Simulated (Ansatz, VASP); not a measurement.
## Two plane-wave programs on BaF2

POSCAR

```
BaF2
1.0
    0.0000000000      3.1147590000      3.1147590000
    3.1147590000      0.0000000000      3.1147590000
    3.1147590000      3.1147590000      0.0000000000
Ba F
1 2
Direct
    0.0000000000      0.0000000000      0.0000000000
    0.2500000000      0.2500000000      0.2500000000
    0.7500000000      0.7500000000      0.7500000000
```

INCAR.step1

```
  PREC = Accurate
  ENCUT = 660
  ISMEAR = -1
  SIGMA = 0.0184
  LREAL = F
  LASPH = T
  NELM = 120
  NBANDS = 19
  GGA = PE
  ALGO = Normal
  EDIFF = 1E-5
  LWAVE = T
  LCHARG = F
  GGA_COMPAT = F
```

INCAR.step2

```
  PREC = Accurate
  ENCUT = 660
  EDIFF = 1E-6
  ISMEAR = -1
  SIGMA = 0.0184
  LREAL = F
  LASPH = T
  NELM = 120
  ALGO = Normal
  ISIF = 2
  LWAVE = F
  LCHARG = F
  METAGGA = R2SCAN
  LMIXTAU = T
  NBANDS = 19
  ISTART = 1
  GGA_COMPAT = F
```

KPOINTS

```
regular mesh
0
Gamma
  7 7 7
```

Input for Ansatz:

```yaml
crystal:
  lattice:
    - [0.0, 3.114759, 3.114759]
    - [3.114759, 0.0, 3.114759]
    - [3.114759, 3.114759, 0.0]
  atoms:
    - { symbol: Ba, position: [0.0, 0.0, 0.0] }
    - { symbol: F, position: [0.25, 0.25, 0.25] }
    - { symbol: F, position: [0.75, 0.75, 0.75] }
  symmetry: { tolerance: 0.0003 }
kpoints:
  mp_grid: { grid: [7, 7, 7], shift: [0, 0, 0] }
  band_path:
    path:
      - [0.0, 0.0, 0.0]
      - [0.5, 0.0, 0.5]
      - [0.625, 0.25, 0.625]
      - [0.375, 0.375, 0.75]
      - [0.0, 0.0, 0.0]
      - [0.5, 0.5, 0.5]
      - [0.5, 0.25, 0.75]
      - [0.5, 0.0, 0.5]
    npoints: 8
magnetization:
  spin_polarized: false
scf:
  occupations: { method: fermi_dirac, width: 0.0184 }
  lower_state_search: "off"
  max_iter: 200
hamiltonian:
  pseudopotentials: { kind: paw }
  xc: r2scan
basis:
  ecutwfc: 500
  fft_grid_basis: typed
output:
  forces: true
  stress: true
  eigenvalues: true
  bader: true
  populations: true
  elf: true
  write_potential: true
  volumetric_format: npy
  dos:
    e_range: [-12, 8]
    de: 0.05
    projected: { site_lists: { Ba: [Ba], F: [F] } }
checkpoint:
  read: saved_state
```

Alike in both runs: task single point; functional r2SCAN; k mesh 7 × 7 × 7; occupations fermi-dirac, width 0.0184 eV; no spin polarisation.

```csv
,VASP,Ansatz
version,VASP 6.6.1,Ansatz 0.2.0
potentials or method,"VASP PAW PBE potentials, release 64 (Ba_sv, F), cutoff 660 eV",PAW plane waves
valence electrons in the cell,24,24
```

```tsv
	VASP	Ansatz	Ansatz less VASP
gap on the k mesh at the Fermi level (eV)	7.29	7.36	+0.069
pressure (GPa)	-0.2	-1.0	-0.82
```

VASP's potentials were made for PBE, not for r2SCAN. With one functional, cell and mesh, what is left measures potentials, basis and numerics.

Neither program's run includes spin-orbit coupling.
